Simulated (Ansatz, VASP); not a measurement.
## One calculation of C, two programs

```
C
1.0
     1.76587    1.76587    0.00000
    -1.76587    1.76587    0.00000
     0.00000    0.00000    3.53175
C
4
Direct
  0.25000 0.50000 0.37500
  0.75000 0.00000 0.87500
  0.25000 0.00000 0.12500
  0.75000 0.50000 0.62500
```

Alike in both runs: task single point; functional LDA; k mesh 10 × 10 × 7; occupations fermi-dirac, width 0.02 eV; no spin polarisation.

|  | VASP | Ansatz |
| --- | --- | --- |
| version | VASP 6.6.1 | Ansatz 0.2.0 |
| potentials or method | VASP PAW LDA potentials, release 64 (C), cutoff 520 eV | all-electron LAPW, scalar-relativistic |

Ansatz gave:

- gap on the k mesh at the Fermi level (eV): 4.18
- pressure (GPa): 0.1

Q: Which values does VASP return?

A: gap on the k mesh at the Fermi level (eV): 4.17; pressure (GPa): 1.6.

LDA's correlation is that of Perdew and Zunger in VASP and of Perdew and Wang (1992) in Ansatz. Ansatz ran all-electron here, and VASP with PAW potentials.
